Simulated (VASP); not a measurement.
A run of VASP 6.6.1 is set up as follows.

File INCAR:

```
SYSTEM = HfN
  PREC = Accurate
  ENCUT = 520
  EDIFF = 1E-6
  ISMEAR = 0
  SIGMA = 0.15
  LREAL = .False.
  LASPH = .True.
  NELM = 100
  ALGO = Normal
  ISIF = 2
  LWAVE = .False.
  LCHARG = .False.
  GGA = PE
  NBANDS = 14
```

File KPOINTS:

```
Automatic mesh
0
Gamma
  22 22 22
  0 0 0
```

The input POSCAR:

```
HfN
1.0
    0.0000000000      2.2738965586      2.3307439726
    2.2738965586      0.0000000000      2.3307439726
    2.2738965586      2.2738965586      0.0000000000
Hf N
1 1
Direct
    0.0000000000      0.0000000000      0.0000000000
    0.5000000000      0.5000000000      0.5000000000
```

Potentials or basis: VASP PAW PBE potentials, release 64 (Hf_pv, N).

Launch:

```sh
$ cat potpaw_PBE.64/Hf_pv/POTCAR potpaw_PBE.64/N/POTCAR > POTCAR
$ mpirun -np 1 vasp_std > vasp.out
```

Q: What does it give for the band gap on the k mesh?

A: Zero (an odd number of electrons rules out a gap without spin polarisation).

Q: What does it give for the pressure?

A: -8.1 GPa.

Stress tensor (GPa, compression positive):
```
 -4.90   0.00   0.00
  0.00  -4.90   0.00
  0.00   0.00 -14.41
```

Caveat: the cell differs from its parent crystal (strain +0.000 along x and y, +0.025 along z); the cell stands under tension; spin-orbit coupling is left out, which moves the levels of the heavy elements.
